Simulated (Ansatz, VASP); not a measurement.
# One calculation of HfO2, two programs

```
Hf O
1.0
     0.00000    2.55750    2.55750
     2.55750    0.00000    2.55750
     2.55750    2.55750    0.00000
Hf O
1 2
Direct
  0.99899 0.99899 0.99899
  0.25564 0.25564 0.25564
  0.75564 0.75564 0.75564
```

Change from the starting cell: mode 4 (202.9 1/cm) frozen in, largest displacement +0.050 Å.

Alike in both runs: task single point; functional r2SCAN; k mesh 8 × 8 × 8; occupations gaussian, width 0.05 eV; no spin polarisation.

|  | VASP | Ansatz |
| --- | --- | --- |
| version | VASP 6.6.1 | Ansatz 0.2.0 |
| potentials or method | VASP PAW PBE potentials, release 64 (Hf_pv, O), cutoff 520 eV | scalar-relativistic, plane waves, PAW |
| valence electrons in the cell | 22 | 38 |

VASP gave:

| Quantity | Value |
| --- | --- |
| gap on the k mesh at the Fermi level (eV) | 4.23 |
| least direct gap on the mesh (eV) | 4.23 |
| pressure (GPa) | -11.6 |
| traceless stress, the component that is largest in VASP (GPa) | 0.19 |
| rms of the force components (eV/Å) | 0.092 |

Q: Estimate Ansatz's values.

A: gap on the k mesh at the Fermi level (eV): 4.22; least direct gap on the mesh (eV): 4.22; pressure (GPa): -8.1; traceless stress, the component that is largest in VASP (GPa): 0.20; rms of the force components (eV/Å): 0.104.

VASP's potentials were made for PBE, not for r2SCAN. Atom by atom the forces differ by 0.013 eV/Å (rms over components). With one functional, cell and mesh, what is left measures potentials, basis and numerics. VASP's potentials hold 22 valence electrons a cell and Ansatz's 38, so a difference there can come from the potentials and not from the codes.

Spin-orbit coupling is off throughout.
